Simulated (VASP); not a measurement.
# Te (P6/mmm) in VASP: further runs

Runs on Te. Level: PBE. Tasks: single point, relaxation of cell and atoms.

Program: VASP 6.6.1. These are calculated values, not measurements. Logs are shortened: lines on timing, memory, paths and dates and some standing lists are left out, and cuts for length are marked.

### Step 1. The cell of the first run

The structure is hexagonal, space group P6/mmm (No. 191). The conventional cell has a = 3.401 Å, b = 3.401 Å, c = 3.108 Å, α = 90.00°, β = 90.00°, γ = 120.00°. Within 4.1 Å of Te (site symmetry 6/mmm) lie 8 Te at 3.11 to 3.40 Å.

### Step 2. Single point, PBE

INCAR reads:

```
PREC = Accurate ; ENCUT = 520
EDIFF = 1E-7 ; ISMEAR = 0
SIGMA = 0.1 ; LREAL = False
LASPH = True ; NELM = 80
ALGO = Normal ; ISIF = 2
LWAVE = False ; LCHARG = False
GGA = PE ; NBANDS = 9
```

KPOINTS reads:

```
Automatic mesh
0
Gamma
  18 18 18
```

POSCAR reads:

```
Te
1.0
    3.4005193433      0.0000000000      0.0000000000
   -1.7002596717      2.9449361374      0.0000000000
    0.0000000000      0.0000000000      3.1084717121
Te
1
Direct
    0.0000000000      0.0000000000      0.0000000000
```

Potentials or basis: VASP PAW PBE potentials, release 64 (Te).

Run with:

```bash
> cat potpaw_PBE.64/Te/POTCAR > POTCAR
> mpirun -np 1 vasp_std > vasp.out
```

OUTCAR:

```text
PREC = Accurate
   ENCUT = 520
   EDIFF = 1E-7
   ISMEAR = 0
   LREAL = False
   LASPH = True
   NELM = 80
   ISIF = 2
   GGA = PE

 ion  position               nearest neighbor table
   1  0.000  0.000  0.000-

  LATTYP: Found a hexagonal cell.
 ALAT       =     3.4005193433
 C/A-ratio  =     0.9141167564

  Lattice vectors:

 A1 = (   3.4005193433,   0.0000000000,   0.0000000000)
 A2 = (  -1.7002596717,   2.9449361374,   0.0000000000)
 A3 = (   0.0000000000,   0.0000000000,   3.1084717121)

Analysis of symmetry for initial positions (statically):
=====================================================================
 Subroutine PRICEL returns:
 Original cell was already a primitive cell.

 Routine SETGRP: Setting up the symmetry group for a
 hexagonal supercell.

 Subroutine GETGRP returns: Found 24 space group operations
 (whereof 24 operations were pure point group operations)
 out of a pool of 24 trial point group operations.

The static configuration has the point symmetry D_6h.

Analysis of symmetry for dynamics (positions and initial velocities):
=====================================================================
 Subroutine PRICEL returns:
 Original cell was already a primitive cell.

 Routine SETGRP: Setting up the symmetry group for a
 hexagonal supercell.

 Subroutine GETGRP returns: Found 24 space group operations
 (whereof 24 operations were pure point group operations)
 out of a pool of 24 trial point group operations.

The dynamic configuration has the point symmetry D_6h.

 Subroutine INISYM returns: Found 24 space group operations
 (whereof 24 operations are pure point group operations),
 and found     1 'primitive' translations

----------------------------------------------------------------------------------------

                                     Primitive cell

  volume of cell :      31.1292

  direct lattice vectors                    reciprocal lattice vectors
     3.400519343  0.000000000  0.000000000     0.294072728  0.169782969  0.000000000
    -1.700259672  2.944936137  0.000000000     0.000000000  0.339565937  0.000000000
     0.000000000  0.000000000  3.108471712     0.000000000  0.000000000  0.321701496

  length of vectors
     3.400519343  3.400519343  3.108471712     0.339565937  0.339565937  0.321701496

[... 74 lines left out ...]
   LSORBIT =      F    spin-orbit coupling
   LASPH  =      T    aspherical Exc in radial PAW
   ENCUT  =  520.0 eV  38.22 Ry    6.18 a.u.   6.32  6.32  5.78*2*pi/ulx,y,z
   NELM   =     80;   NELMIN=  2; NELMDL= -5     # of ELM steps
   EDIFF  = 0.1E-06   stopping-criterion for ELM
   LREAL  =      F    real-space projection
   EDIFFG = 0.1E-05   stopping-criterion for IOM
   NSW    =      0    number of steps for IOM
   IBRION =     -1    ionic relax: 0-MD 1-quasi-New 2-CG
   NFREE  =      0    steps in history (QN), initial steepest desc. (CG)
   ISIF   =      2    stress and relaxation
   ISYM   =      2    0-nonsym 1-usesym 2-fastsym
   POTIM  = 0.5000    time-step for ionic-motion
   TEBEG  =    0.0;   TEEND  =   0.0 temperature during run
   PSTRESS=    0.0 pullay stress
   NELECT =       6.0000    total number of electrons
   NUPDOWN=      -1.0000    fix difference up-down
   EMIN   =  10.00;   EMAX   =-10.00  energy-range for DOS
   EFERMI =   0.00;   METHOD = LEGACY
   ISMEAR =     0;   SIGMA  =   0.10  broadening in eV -4-tet -1-fermi 0-gaus
   EFERMI_NEDOS =   21; number of points for ismear=-14 and -15
   IALGO  =     38    algorithm
   IMIX   =      4    mixing-type and parameters
     AMIX     =   0.40;   BMIX     =  1.00
     AMIX_MAG =   1.60;   BMIX_MAG =  1.00
  volume/ion in A,a.u.               =      31.13       210.07
  Fermi-wavevector in a.u.,A,eV,Ry     =   0.945662  1.787042 12.167370  0.894276
  Thomas-Fermi vector in A             =   2.073585
   LORBIT       =      0    0 simple, 1 ext, 2 COOP (PROOUT), +10 PAW based schemes
   GGA     = PE    functional components
   LHFCALC =     F    Hartree Fock is set to
   AEXX    =    0.0000 exact exchange contribution
   IVDW    =     0    specifies the selected vdW correction
   LEPSILON=     F    determine dielectric tensor
   LRPA    =     F    only Hartree local field effects (RPA)
 non-spin polarized calculation
 Gauss-broadening in eV      SIGMA  =   0.10
  energy-cutoff  :      520.00
  volume of cell :       31.13
 maximum number of plane-waves:       857
 NGX is ok and might be reduce to    28

 number of electron       6.0000000 magnetization

 Free energy of the ion-electron system (eV)
  ---------------------------------------------------
  ext. energy  EPLUGINS =         0.00000000
  ---------------------------------------------------
  free energy    TOTEN  =        -2.92692537 eV

  energy without entropy =       -2.92320341  energy(sigma->0) =       -2.92506439

 E-fermi :   6.8325     XC(G=0):  -9.5851

 val. band max:        6.8269655018   @ k =   0.2778   0.1667   0.5000
 cond. band min:       6.8560843289   @ k =   0.2778   0.0556   0.0556
 fundamental gap:      0.0291188270
 Fermi energy:         6.8324611576

 k-point     1 :       0.0000    0.0000    0.0000
  band No.  band energies     occupation
      1      -6.7497      2.00000
      2       8.6468      0.00000
      3       8.6468      0.00000
      4       8.7459      0.00000
      5      13.2787      0.00000
      6      14.3824      0.00000
      7      15.9248      0.00000
      8      15.9248      0.00000
      9      17.3814      0.00000
[... 265 lines left out ...]
 k-point    24 :       0.3889    0.1111    0.0000
  band No.  band energies     occupation
      1      -4.6071      2.00000
      2       1.4539      2.00000
      3       5.5535      2.00000
      4      10.4553      0.00000
      5      13.0098      0.00000
      6      16.3975      0.00000
      7      18.6027      0.00000
      8      18.6357      0.00000
      9      21.7062      0.00000

 [... further k-points ...]
[... 5 lines left out ...]
  --------------------------------------------------------------------------------------
  -------------------------------------------------------------------------------------
  Total       -0.0098843     -0.0098843     -0.0172143      0.0000000     -0.0000000     -0.0000000
  in kB       -0.5087304     -0.5087304     -0.8859963      0.0000000     -0.0000000     -0.0000000
  external PRESSURE =      -0.6344857 kB  Pullay stress =       0.0000000 kB

 VOLUME and BASIS-vectors are now :
 -----------------------------------------------------------------------------
  energy-cutoff  :      520.00
  volume of cell :       31.13
      direct lattice vectors                 reciprocal lattice vectors
     3.400519343  0.000000000  0.000000000     0.294072728  0.169782969  0.000000000
    -1.700259672  2.944936137  0.000000000     0.000000000  0.339565937  0.000000000
     0.000000000  0.000000000  3.108471712     0.000000000  0.000000000  0.321701496

 POSITION                                       TOTAL-FORCE (eV/Angst)
 -----------------------------------------------------------------------------------
      0.00000      0.00000      0.00000         0.000000      0.000000      0.000000
 -----------------------------------------------------------------------------------
    total drift:                                0.000000     -0.000000      0.000000

  FREE ENERGIE OF THE ION-ELECTRON SYSTEM (eV)
  ---------------------------------------------------
  free  energy   TOTEN  =        -2.9269253713 eV

  energy  without entropy=       -2.9232034052  energy(sigma->0) =       -2.92506439
```

stdout:

```text
POSCAR found type information on POSCAR Te
 POSCAR found :  1 types and       1 ions
 scaLAPACK will be used
 LDA part: xc-table for (Slater+PW92), standard interpolation
 POSCAR, INCAR and KPOINTS ok, starting setup
 FFT: planning ... GRIDC
 FFT: planning ... GRID_SOFT
 FFT: planning ... GRID
 WAVECAR not read
 entering main loop
```

It took 32 s on 1 thread of Intel Xeon 6975P-C (Granite Rapids), shared host; peak memory 0.23 GiB.

What came out:

- Free energy: -2.9269 eV
- Pressure: -0.1 GPa
- Band gap on the k mesh: zero (band 3 reaches 10.19 eV, above the bottom of band 4 at 3.99 eV)

Levels at points of the mesh, in eV from the Fermi level:
| k point | band 1 | band 2 | band 3 | band 4 | band 5 | band 6 | band 7 | band 8 |
| --- | --- | --- | --- | --- | --- | --- | --- | --- |
| (0.00, 0.00, 0.00) | -13.58 | 1.81 | 1.81 | 1.91 | 6.45 | 7.55 | 9.09 | 9.09 |
| (0.50, 0.00, 0.00) | -11.41 | -5.73 | -0.28 | 3.63 | 4.74 | 9.75 | 11.31 | 11.54 |
| (0.00, 0.00, 0.50) | -11.55 | -6.06 | 3.36 | 3.36 | 10.18 | 10.61 | 11.09 | 11.09 |
| (0.50, 0.00, 0.50) | -9.30 | -4.13 | -3.93 | 1.31 | 2.48 | 7.24 | 9.07 | 9.53 |

Caveat: spin-orbit coupling is left out, which moves the levels of the heavy elements.

### Step 3. Single point, PBE

This run uses another cell than the first one: it holds 3 atoms, not 1.

INCAR reads:

```
PREC = Accurate
ENCUT = 520
EDIFF = 1E-6
ISMEAR = 0
SIGMA = 0.1
LREAL = False
LASPH = True
NELM = 60
ALGO = Normal
ISIF = 2
LWAVE = False
LCHARG = True
GGA = PE
LELF = True
LVHAR = True
NBANDS = 16
```

KPOINTS reads:

```
Automatic mesh
0
Gamma
  9 9 16
```

POSCAR reads:

```
Te
1.0
    6.3809924872      0.0000000000      0.0000000000
   -3.1904962436      5.5261015952      0.0000000000
    0.0000000000      0.0000000000      3.1917729647
Te
3
Direct
    0.0000000000      0.5000000000      0.5000000000
    0.5000000000      0.0000000000      0.5000000000
    0.5000000000      0.5000000000      0.5000000000
```

Potentials or basis: VASP PAW PBE potentials, release 64 (Te).

Run with:

```bash
> cat potpaw_PBE.64/Te/POTCAR > POTCAR
> mpirun -np 1 vasp_std > vasp.out
```

It took 2.8 min on 1 thread of AMD EPYC 9R45 (Zen 5), shared host; peak memory 0.28 GiB.

It converged, with:

| Quantity | Value |
| --- | --- |
| Free energy | -9.1669 eV |
| Pressure | -0.1 GPa |
| Band gap on the k mesh | zero (band 9 reaches 7.03 eV, above the bottom of band 10 at 3.85 eV) |

Levels at points of the mesh, in eV from the Fermi level:
```tsv
k point	band 5	band 6	band 7	band 8	band 9	band 10	band 11	band 12	band 13	band 14
(0.00, 0.00, 0.00)	-4.29	-4.29	1.09	1.31	2.03	2.03	2.45	3.27	3.27	6.23
(0.00, 0.00, 0.50)	-5.00	-3.68	-3.68	-2.74	-2.74	2.18	2.46	3.40	3.40	4.00
```

Caveat: spin-orbit coupling is left out, which moves the levels of the heavy elements.

### Step 4. Relaxation of cell and atoms, PBE

This run uses another cell than the first one: it holds 3 atoms, not 1.

INCAR reads:

```
SYSTEM = Te
PREC = Accurate
ENCUT = 600
EDIFF = 1E-6
ISMEAR = 0
SIGMA = 0.1
LREAL = .False.
LASPH = .True.
NELM = 80
ALGO = Normal
ISIF = 3
LWAVE = .False.
LCHARG = .False.
GGA = PE
IBRION = 2
NSW = 100
EDIFFG = -0.01
```

KPOINTS reads:

```
regular mesh
0
Gamma
  9 9 16
  0 0 0
```

POSCAR reads:

```
Te
1.0
    6.5726963573      0.0000000000      0.0000000000
   -3.2863481787      5.6921220168      0.0000000000
    0.0000000000      0.0000000000      3.0252826116
Te
3
Direct
    0.0000000000      0.5000000000      0.5000000000
    0.5000000000      0.0000000000      0.5000000000
    0.5000000000      0.5000000000      0.5000000000
```

Run with:

```bash
> cat potpaw_PBE.64/Te/POTCAR > POTCAR
> mpirun -np 1 vasp_std > vasp.out
```

Run time: 14 min. Hardware: 1 thread of AMD EPYC 9R45 (Zen 5), shared host; peak memory 0.33 GiB.

Results (log left out):

```
Free energy                            : -9.1669 eV
Relaxed volume                         : 37.48 Å³/atom
Relaxed cell                           : a = 6.379 Å, b = 6.379 Å, c = 3.191 Å, α = 90.00°, β = 90.00°, γ = 120.00°
Space group after relaxing (to 0.05 Å) : P6/mmm (No. 191)
Energy gained by relaxing              : 28.8 meV/atom
Ionic steps                            : 9
Pressure after relaxing                : 0.0 GPa
Band gap on the k mesh                 : zero (band 9 reaches 7.04 eV, above the bottom of band 10 at 3.85 eV)
```

The path:
```csv
step,energy change (eV),largest force (eV/Å),pressure (GPa),volume (Å³)
1,0.0000,0.0000,0.49,113.18
2,-0.0717,0.0000,-0.79,114.97
3,-0.0740,0.0000,-0.93,115.21
4,-0.0740,0.0000,-1.16,115.69
5,-0.0748,0.0000,-1.03,115.40
6,-0.0848,0.0000,0.35,111.47
7,-0.0862,0.0000,-0.02,112.45
8,-0.0862,0.0000,-0.05,112.51
9,-0.0863,0.0000,-0.02,112.45
```

Final structure:
```xyz
3
Lattice="6.3791 0.0000 0.0000 -3.1895 5.5245 0.0000 0.0000 0.0000 3.1908" Properties=species:S:1:pos:R:3 pbc="T T T"
Te    4.7843    2.7622    1.5954
Te    0.0000    5.5245    1.5954
Te    1.5948    2.7622    1.5954
```

Levels at points of the mesh, in eV from the Fermi level:
```csv
k point,band 6,band 7,band 8,band 9,band 10,band 11,band 12,band 13
"(0.00, 0.00, 0.00)",-4.29,1.09,1.31,2.04,2.04,2.45,3.27,3.27
"(0.00, 0.00, 0.50)",-3.68,-3.68,-2.74,-2.74,2.18,2.46,3.40,3.40
```

Caveat: spin-orbit coupling is left out, which moves the levels of the heavy elements.

### Step 5. The runs side by side

```tsv
task	cell	k mesh	cutoff (eV)	gap on the mesh (eV)	pressure (GPa)
single point	a = 3.401, b = 3.401, c = 3.108 Å, angles 90.0, 90.0, 120.0°, 1 atom	18 × 18 × 18	520	none	-0.1
single point	a = 6.381, b = 6.381, c = 3.192 Å, angles 90.0, 90.0, 120.0°, 3 atoms	9 × 9 × 16	520	none	-0.1
relaxation of cell and atoms	relaxed from a = 6.573, b = 6.573, c = 3.025 Å, angles 90.0, 90.0, 120.0°, 3 atoms	9 × 9 × 16	600	none	0.0
```

Alike in all rows: level PBE; potentials or basis VASP PAW PBE potentials, release 64 (Te); no spin polarisation; smearing gaussian 0.1 eV.

Caveats: spin-orbit coupling is left out, which moves the levels of the heavy elements.

Absolute energies hang on the potentials; compare differences alone.
